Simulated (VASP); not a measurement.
Input of a VASP 6.6.1 run:

The input INCAR:

```
SYSTEM = Si11N12
PREC = Accurate ; ENCUT = 520
EDIFF = 1E-6 ; ISMEAR = -1
SIGMA = 0.2482 ; LREAL = Auto
LASPH = .True. ; NELM = 80
ALGO = Normal ; ISIF = 2
LWAVE = .False. ; LCHARG = .True.
GGA = PE ; LELF = .True.
LVHAR = .True. ; ISYM = 0
NBANDS = 69
```

File KPOINTS:

```
Automatic mesh
0
Gamma
  1 1 1
  0.25 0.25 0.25
```

The input POSCAR:

```
Si11N12
1.0
    6.4418990000      0.1209050000      0.0829390000
    0.1209050000      6.5958520000      0.1101930000
    0.0829390000      0.1101930000      6.6182720000
Si N
11 12
Direct
    0.7685649468      0.6329823309      0.4174936856
   -0.0104343133      0.0675670083      0.5961683050
    0.5781901070      0.1562643100      0.2535066944
    0.7492131483      0.2938678852      0.8495939464
    0.4651978766      0.0464934784      0.6129440883
    0.2583663376      0.8261075207     -0.0342828025
    0.7810434697      0.8305206268      0.9928834107
    0.5540523866      0.6101216108      0.7948821563
    0.2670568354      0.2961342140      0.8859732050
    0.2039555172     -0.1805873295      0.3254930582
   -0.0136900859      0.2492993359      0.0776789471
    0.4882080902      0.2279153459      0.0100397556
    0.3173821887      0.5581693398      0.8908056793
    0.5763893361      0.3730361852      0.4291849698
    0.5093139628     -0.0667937998      0.3850009819
    0.2450331641      0.1749213137      0.6563045596
   -0.0032349530      0.8744200560      0.8049226950
    0.4817072991      0.8926370265      0.8295850226
    0.1921981573      0.4265354049      0.2505048238
    0.7957352259      0.6153106499      0.1314207983
    0.1290257548      0.5457543592      0.3562218994
    0.8326917334      1.0477525068      0.1690210660
    0.7311156562      0.1983076721      0.6315773787
```

Potentials or basis: VASP PAW PBE potentials, release 64 (Si, N).

Command:

```sh
$ cat potpaw_PBE.64/Si/POTCAR potpaw_PBE.64/N/POTCAR > POTCAR
$ mpirun -np 1 vasp_std > vasp.out
```

Problem. Predict the band gap on the k mesh.

Solution. 0.39 eV.

Problem. What does it give for the largest force?

Solution. 8.371 eV/Å.

Problem. What does it give for the pressure?

Solution. 2.1 GPa.

Stress tensor (GPa, compression positive):
```
-1.82 -4.51 -1.64
-4.51  2.65 -0.08
-1.64 -0.08  5.53
```

Caveat: the k points lie up to 0.98 Å⁻¹ apart; the standard files for N, O and F lose accuracy on very short bonds.
